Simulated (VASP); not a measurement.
# Ge (P4_32_12) in VASP: settings compared, part 3 of 3

VASP 6.6.1. Earlier steps stand in the parts before.

## 5. Single point, PBEsol+D4

This run uses another cell than the first one, of 19.86 Å³/atom.

The input, INCAR:

```
SYSTEM = Ge
PREC     = Accurate       ! precision mode
ENCUT    = 500            ! plane-wave cutoff, eV
EDIFF    = 1E-6           ! SCF threshold, eV
ISMEAR   = -1             ! smearing method
SIGMA    = 0.05           ! smearing width, eV
LREAL    = .False.        ! projectors in reciprocal space
LASPH    = .True.         ! aspherical terms in the spheres
NELM     = 120            ! most SCF steps
ALGO     = Normal         ! electronic algorithm
ISIF     = 2              ! what is computed and relaxed
LWAVE    = .False.        ! write WAVECAR
LCHARG   = .False.        ! write CHGCAR
GGA      = PS             ! functional
IVDW     = 13             ! dispersion correction
NBANDS   = 96             ! bands
GGA_COMPAT= .False.
```

The input, KPOINTS:

```
Automatic mesh
0
Gamma
  5 5 4
  0 0 0
```

The input, POSCAR:

```
Ge
1.0
    5.8913117621      0.0000000000      0.0000000000
    0.0000000000      5.8913117621      0.0000000000
    0.0000000000      0.0000000000      6.8672863185
Ge
12
Direct
    0.3688700749      0.1733339480      0.7384524163
    0.3266660520      0.8688700749      0.4884524163
    0.6311299251      0.8266660520      0.2384524163
    0.6733339480      0.1311299251     -0.0115475837
    0.8688700749      0.3266660520      0.5115475837
    0.8266660520      0.6311299251      0.7615475837
    0.1311299251      0.6733339480      0.0115475837
    0.1733339480      0.3688700749      0.2615475837
    0.5901450414      0.4098549586      0.2500000000
    0.9098549586      0.9098549586      0.5000000000
    0.4098549586      0.5901450414      0.7500000000
    0.0901450414      0.0901450414      0.0000000000
```

Potentials or basis: VASP PAW PBE potentials, release 64 (Ge_d).

Launch:

```
$ cat potpaw_PBE.64/Ge_d/POTCAR > POTCAR
$ mpirun -np 1 vasp_std > vasp.out
```

OUTCAR:

```text
SYSTEM = Ge
   PREC = Accurate
   ENCUT = 500
   EDIFF = 1E-6
   ISMEAR = -1
   LREAL = .False.
   LASPH = .True.
   NELM = 120
   ISIF = 2
   GGA = PS
   IVDW = 13

 ion  position               nearest neighbor table
   1  0.369  0.173  0.738-  11 2.47  12 2.48   2 2.50   4 2.50
   2  0.327  0.869  0.488-  10 2.47  11 2.48   1 2.50   3 2.50
   3  0.631  0.827  0.238-   9 2.47  10 2.48   2 2.50   4 2.50
   4  0.673  0.131  0.988-  12 2.47   9 2.48   1 2.50   3 2.50
   5  0.869  0.327  0.512-  10 2.47   9 2.48   6 2.50   8 2.50
   6  0.827  0.631  0.762-  11 2.47  10 2.48   5 2.50   7 2.50
   7  0.131  0.673  0.012-  12 2.47  11 2.48   6 2.50   8 2.50
   8  0.173  0.369  0.262-   9 2.47  12 2.48   5 2.50   7 2.50
   9  0.590  0.410  0.250-   3 2.47   8 2.47   5 2.48   4 2.48
  10  0.910  0.910  0.500-   2 2.47   5 2.47   3 2.48   6 2.48
  11  0.410  0.590  0.750-   1 2.47   6 2.47   2 2.48   7 2.48
  12  0.090  0.090  0.000-   4 2.47   7 2.47   1 2.48   8 2.48

  LATTYP: Found a simple tetragonal cell.
 ALAT       =     5.8913117621
 C/A-ratio  =     1.1656633693

  Lattice vectors:

 A1 = (   5.8913117621,   0.0000000000,   0.0000000000)
 A2 = (   0.0000000000,   5.8913117621,   0.0000000000)
 A3 = (   0.0000000000,   0.0000000000,   6.8672863185)

Analysis of symmetry for initial positions (statically):
=====================================================================
 Subroutine PRICEL returns:
 Original cell was already a primitive cell.

 Routine SETGRP: Setting up the symmetry group for a
 simple tetragonal supercell.

 Subroutine GETGRP returns: Found  8 space group operations
 (whereof  2 operations were pure point group operations)
 out of a pool of 16 trial point group operations.

The static configuration has the point symmetry C_2 .
 The point group associated with its full space group is D_4 .

Analysis of symmetry for dynamics (positions and initial velocities):
=====================================================================
 Subroutine PRICEL returns:
 Original cell was already a primitive cell.

 Routine SETGRP: Setting up the symmetry group for a
 simple tetragonal supercell.
[... 153 lines left out ...]
 maximum number of plane-waves:      6071
 NGX is ok and might be reduce to    48
   NGX = 21   NGY = 21   NGZ = 25

 number of electron     167.9999978 magnetization

 Free energy of the ion-electron system (eV)
  ---------------------------------------------------
  ext. energy  EPLUGINS =         0.00000000
  ---------------------------------------------------
  free energy    TOTEN  =       -57.83418680 eV

  energy without entropy =      -57.83383759  energy(sigma->0) =      -57.83401219

 E-fermi :   5.7934     XC(G=0): -10.9756

 val. band max:        5.5173985837   @ k =   0.4000   0.4000   0.0000
 cond. band min:       6.0920847073   @ k =   0.4000   0.0000   0.5000
 fundamental gap:      0.5746861236
 Fermi energy:         5.7933598441

 k-point     1 :       0.0000    0.0000    0.0000
  band No.  band energies     occupation
      1     -18.8101      2.00000
      2     -18.7811      2.00000
      3     -18.7811      2.00000
      4     -18.7625      2.00000
      5     -18.7625      2.00000
      6     -18.7616      2.00000
[... 1771 lines left out ...]
     95       9.5255      0.00000
     96       9.5255      0.00000

------------------------ aborting loop because EDIFF is reached ----------------------------------------

  DFT-D4 for vdW energy calculation

  Edisp (eV):   -2.52442

  FORCE on cell =-STRESS in cart. coord.  units (eV):
  Direction    XX          YY          ZZ          XY          YZ          ZX
  --------------------------------------------------------------------------------------
  -------------------------------------------------------------------------------------
  Total      -0.11014    -0.11014    -0.09339     0.00000     0.00000     0.00000
  in kB      -0.74034    -0.74034    -0.62779     0.00000     0.00000     0.00000
  external pressure =       -0.70 kB  Pullay stress =        0.00 kB

 VOLUME and BASIS-vectors are now :
 -----------------------------------------------------------------------------
  energy-cutoff  :      500.00
  volume of cell :      238.35
      direct lattice vectors                 reciprocal lattice vectors
     5.891311762  0.000000000  0.000000000     0.169741484  0.000000000  0.000000000
     0.000000000  5.891311762  0.000000000     0.000000000  0.169741484  0.000000000
     0.000000000  0.000000000  6.867286318     0.000000000  0.000000000  0.145617927

 POSITION                                       TOTAL-FORCE (eV/Angst)
 -----------------------------------------------------------------------------------
      2.17313      1.02116      5.07116        -0.001448      0.004466      0.000201
      1.92449      5.11878      3.35434        -0.004466     -0.001448      0.000201
      3.71818      4.87015      1.63752         0.001448     -0.004466      0.000201
      3.96682      0.77253      6.78799         0.004466      0.001448      0.000201
      5.11878      1.92449      3.51294        -0.001448     -0.004466     -0.000201
      4.87015      3.71818      5.22977        -0.004466      0.001448     -0.000201
      0.77253      3.96682      0.07930         0.001448      0.004466     -0.000201
      1.02116      2.17313      1.79612         0.004466     -0.001448     -0.000201
      3.47673      2.41458      1.71682        -0.002759      0.002759      0.000000
      5.36024      5.36024      3.43364         0.002759      0.002759      0.000000
      2.41458      3.47673      5.15046         0.002759     -0.002759      0.000000
      0.53107      0.53107      0.00000        -0.002759     -0.002759      0.000000
 -----------------------------------------------------------------------------------
    total drift:                               -0.000001      0.000001      0.000000

  FREE ENERGIE OF THE ION-ELECTRON SYSTEM (eV)
  ---------------------------------------------------
  free  energy   TOTEN  =       -60.3586020920 eV

  energy  without entropy=      -60.3582528846  energy(sigma->0) =      -60.35842749
```

OSZICAR:

```text
N       E                     dE             d eps       ncg     rms          rms(c)
DAV:   1     0.242625065019E+04    0.24263E+04   -0.69588E+04  3912   0.493E+03
DAV:   2     0.471612207767E+03   -0.19546E+04   -0.19083E+04  3456   0.125E+03
DAV:   3     0.104829091107E+02   -0.46113E+03   -0.44903E+03  3472   0.304E+02
DAV:   4    -0.548487634396E+02   -0.65332E+02   -0.62359E+02  3952   0.110E+02
DAV:   5    -0.584261198319E+02   -0.35774E+01   -0.35424E+01  3888   0.278E+01    0.762E+00
DAV:   6    -0.580188613949E+02    0.40726E+00   -0.10435E+00  4544   0.674E+00    0.409E+00
DAV:   7    -0.578289369474E+02    0.18992E+00   -0.50929E-01  3840   0.862E+00    0.542E-01
DAV:   8    -0.578322662196E+02   -0.33293E-02   -0.13279E-01  3848   0.879E+00    0.286E-01
DAV:   9    -0.578334937411E+02   -0.12275E-02   -0.29877E-02  4920   0.237E+00    0.165E-01
DAV:  10    -0.578342384734E+02   -0.74473E-03   -0.99020E-03  3960   0.933E-01    0.662E-02
DAV:  11    -0.578341668473E+02    0.71626E-04   -0.67063E-04  3744   0.108E+00    0.264E-02
DAV:  12    -0.578341788559E+02   -0.12009E-04   -0.17276E-04  5800   0.288E-01    0.962E-03
DAV:  13    -0.578341860097E+02   -0.71538E-05   -0.81521E-05  5168   0.201E-01    0.392E-03
DAV:  14    -0.578341863105E+02   -0.30080E-06   -0.15637E-05  3440   0.795E-02    0.114E-03
DAV:  15    -0.578341867958E+02   -0.48532E-06   -0.58514E-06  3080   0.263E-02
   1 F= -.60358602E+02 E0= -.60358427E+02  d E =-.349207E-03
```

Wall time 7.1 min (1 thread of Intel Xeon Platinum 8259CL at 2.50GHz (Skylake/Cascade Lake), shared host); peak memory 0.47 GiB.

Results:

```yaml
Free_energy: -60.3586 eV
Pressure: -0.1 GPa
Largest_force: 0.005 eV/Å
Band_gap_on_the_k_mesh: 0.57 eV (least direct gap 0.74 eV)
Dispersion_energy_per_atom: -0.210 eV
```

Forces on the atoms (eV/Å):
```
Ge  -0.001  0.004  0.000
Ge  -0.004 -0.001  0.000
Ge   0.001 -0.004  0.000
Ge   0.004  0.001  0.000
Ge  -0.001 -0.004  0.000
Ge  -0.004  0.001  0.000
Ge   0.001  0.004  0.000
Ge   0.004 -0.001  0.000
Ge  -0.003  0.003  0.000
Ge   0.003  0.003  0.000
Ge   0.003 -0.003  0.000
Ge  -0.003 -0.003  0.000
```

Levels at points of the mesh, in eV from the valence-band top:
| k point | band 80 | band 81 | band 82 | band 83 | band 84 | band 85 | band 86 | band 87 | band 88 | band 89 |
| --- | --- | --- | --- | --- | --- | --- | --- | --- | --- | --- |
| (0.00, 0.00, 0.00) | -1.74 | -1.11 | -1.06 | -1.06 | -0.19 | 1.40 | 1.65 | 1.65 | 2.43 | 3.23 |
| (0.00, 0.00, 0.50) | -2.06 | -1.23 | -1.23 | -0.76 | -0.76 | 0.80 | 0.80 | 1.37 | 1.37 | 3.53 |

Caveat: the PAW data sets were made with another functional, which shifts forces and pressure a little; an odd mesh through Γ misses points on the zone boundary, where band edges can lie.

## 6. Relaxation of cell and atoms, PBEsol+D3(BJ)

The input, INCAR:

```
SYSTEM = Ge
PREC = Accurate ; ENCUT = 500
EDIFF = 1E-7 ; ISMEAR = -1
SIGMA = 0.05 ; LREAL = .False.
LASPH = .True. ; NELM = 120
ALGO = Normal ; ISIF = 3
LWAVE = .False. ; LCHARG = .False.
GGA = PS ; IVDW = 12
IBRION = 2 ; NSW = 60
EDIFFG = -0.01 ; GGA_COMPAT = .False.
NELMIN = 4 ; KPAR = 4
```

The input, KPOINTS:

```
regular mesh
0
Gamma
  5 5 4
  0 0 0
```

The input, POSCAR:

```
Ge
1.0
    5.9300000000      0.0000000000      0.0000000000
    0.0000000000      5.9300000000      0.0000000000
    0.0000000000      0.0000000000      6.9800000000
Ge
12
Direct
    0.3750000000      0.1667000000      0.7500000000
    0.3333000000      0.8750000000      0.5000000000
    0.6250000000      0.8333000000      0.2500000000
    0.6667000000      0.1250000000      0.0000000000
    0.8750000000      0.3333000000      0.5000000000
    0.8333000000      0.6250000000      0.7500000000
    0.1250000000      0.6667000000      0.0000000000
    0.1667000000      0.3750000000      0.2500000000
    0.5750000000      0.4250000000      0.2500000000
    0.9250000000      0.9250000000      0.5000000000
    0.4250000000      0.5750000000      0.7500000000
    0.0750000000      0.0750000000      0.0000000000
```

Potentials or basis: VASP PAW PBE potentials, release 64 (Ge_d).

Launch:

```
$ cat potpaw_PBE.64/Ge_d/POTCAR > POTCAR
$ mpirun -np 4 vasp_std > vasp.out
```

It took 21 min on 4 MPI ranks of Intel Xeon 6975P-C (Granite Rapids), shared host; peak memory 0.56 GiB.

Results (log left out):

| Item | Value |
| --- | --- |
| Free energy | -61.5646 eV |
| Relaxed volume | 19.54 Å³/atom |
| Relaxed cell | a = 5.866 Å, b = 5.866 Å, c = 6.816 Å, α = 90.00°, β = 90.00°, γ = 90.00° |
| Space group after relaxing (to 0.1 Å) | P4_32_12 (No. 96) |
| Energy gained by relaxing | 23.3 meV/atom |
| Ionic steps | 21 |
| Pressure after relaxing | 0.0 GPa |
| Largest force after relaxing | 0.009 eV/Å |
| Band gap on the k mesh | 0.55 eV (least direct gap 0.77 eV) |
| Dispersion energy per atom | -0.315 eV |

Forces in eV/Å, atoms in the order of the input:
```
Ge   0.009  0.002  0.001
Ge  -0.002  0.009  0.001
Ge  -0.009 -0.002  0.001
Ge   0.002 -0.009  0.001
Ge   0.009 -0.002 -0.001
Ge  -0.002 -0.009 -0.001
Ge  -0.009  0.002 -0.001
Ge   0.002  0.009 -0.001
Ge   0.005 -0.005  0.000
Ge  -0.005 -0.005  0.000
Ge  -0.005  0.005  0.000
Ge   0.005  0.005  0.000
```

Step by step:
```tsv
step	energy change (eV)	largest force (eV/Å)	pressure (GPa)	volume (Å³)
1	0.0000	0.8457	-1.96	245.45
2	-0.1535	0.2588	0.83	236.64
3	-0.1540	0.2476	0.68	237.06
4	-0.1934	0.1926	0.15	238.46
5	-0.2068	0.1964	-0.51	240.25
6	-0.2073	0.1901	-0.46	239.96
7	-0.2229	0.1286	-0.01	238.24
8	-0.2239	0.1293	0.15	237.62
9	-0.2398	0.1065	0.14	237.03
10	-0.2710	0.0440	0.21	235.25
11	-0.2561	0.1086	0.37	231.65
12	-0.2781	0.0237	0.19	233.99
13	-0.2781	0.0264	0.26	233.87
14	-0.2763	0.0294	-0.55	235.96
15	-0.2787	0.0203	0.00	234.60
16	-0.2787	0.0200	-0.01	234.65
17	-0.2787	0.0198	-0.04	234.71
18	-0.2787	0.0201	-0.08	234.67
19	-0.2788	0.0092	0.16	234.08
20	-0.2789	0.0128	0.06	234.37
21	-0.2791	0.0089	0.03	234.50
```

Final structure:
```yaml
crystal:
  lattice:
    - [5.86563, 0.00000, 0.00000]
    - [0.00000, 5.86563, 0.00000]
    - [0.00000, 0.00000, 6.81574]
  atoms:
    - { symbol: Ge, position: [0.36769, 0.17376, 0.73565] }
    - { symbol: Ge, position: [0.32624, 0.86769, 0.48565] }
    - { symbol: Ge, position: [0.63231, 0.82624, 0.23565] }
    - { symbol: Ge, position: [0.67376, 0.13231, 0.98565] }
    - { symbol: Ge, position: [0.86769, 0.32624, 0.51435] }
    - { symbol: Ge, position: [0.82624, 0.63231, 0.76435] }
    - { symbol: Ge, position: [0.13231, 0.67376, 0.01435] }
    - { symbol: Ge, position: [0.17376, 0.36769, 0.26435] }
    - { symbol: Ge, position: [0.59071, 0.40929, 0.25000] }
    - { symbol: Ge, position: [0.90929, 0.90929, 0.50000] }
    - { symbol: Ge, position: [0.40929, 0.59071, 0.75000] }
    - { symbol: Ge, position: [0.09071, 0.09071, 0.00000] }
```

Levels at points of the mesh, in eV from the valence-band top:
```tsv
k point	band 80	band 81	band 82	band 83	band 84	band 85	band 86	band 87	band 88	band 89
(0.00, 0.00, 0.00)	-1.77	-1.17	-1.12	-1.12	-0.21	1.39	1.63	1.63	2.38	3.17
(0.00, 0.00, 0.50)	-2.10	-1.28	-1.28	-0.80	-0.80	0.78	0.78	1.29	1.29	3.55
```

Caveat: the PAW data sets were made with another functional, which shifts forces and pressure a little; an odd mesh through Γ misses points on the zone boundary, where band edges can lie.

## 7. Overview

```csv
task,level,potentials or basis,cell,k mesh,cutoff (eV),smearing,gap on the mesh (eV),pressure (GPa),largest force (eV/Å)
single point,LDA,"VASP PAW LDA potentials, release 64 (Ge_d)","a = 5.930, b = 5.930, c = 6.980 Å, 12 atoms, atomic positions A",4 × 4 × 4,520,gaussian 0.01 eV,0.75,-1.3,0.90
single point,LDA,"VASP PAW LDA potentials, release 64 (Ge_d)","a = 5.879, b = 5.879, c = 6.900 Å, 12 atoms, atomic positions B",5 × 5 × 4,520,fermi-dirac 0.05 eV,0.67,0.1,0.01
single point,PBEsol+D3(BJ),"VASP PAW PBE potentials, release 64 (Ge_d)","a = 5.874, b = 5.874, c = 6.833 Å, 12 atoms, atomic positions C",5 × 5 × 4,500,fermi-dirac 0.05 eV,0.56,-0.3,0.01
single point,PBEsol+D4,"VASP PAW PBE potentials, release 64 (Ge_d)","a = 5.891, b = 5.891, c = 6.867 Å, 12 atoms, atomic positions D",5 × 5 × 4,500,fermi-dirac 0.05 eV,0.57,-0.1,-
relaxation of cell and atoms,PBEsol+D3(BJ),"VASP PAW PBE potentials, release 64 (Ge_d)","relaxed from a = 5.930, b = 5.930, c = 6.980 Å, 12 atoms, atomic positions A",5 × 5 × 4,500,fermi-dirac 0.05 eV,0.55,0.0,0.01
```

Alike in all rows: no spin polarisation.

Caveats: an odd mesh through Γ misses points on the zone boundary, where band edges can lie (at least some runs); the PAW data sets were made with another functional, which shifts forces and pressure a little (at least some runs); three body term missing (at least some runs).

Absolute energies hang on the potentials; compare differences alone.
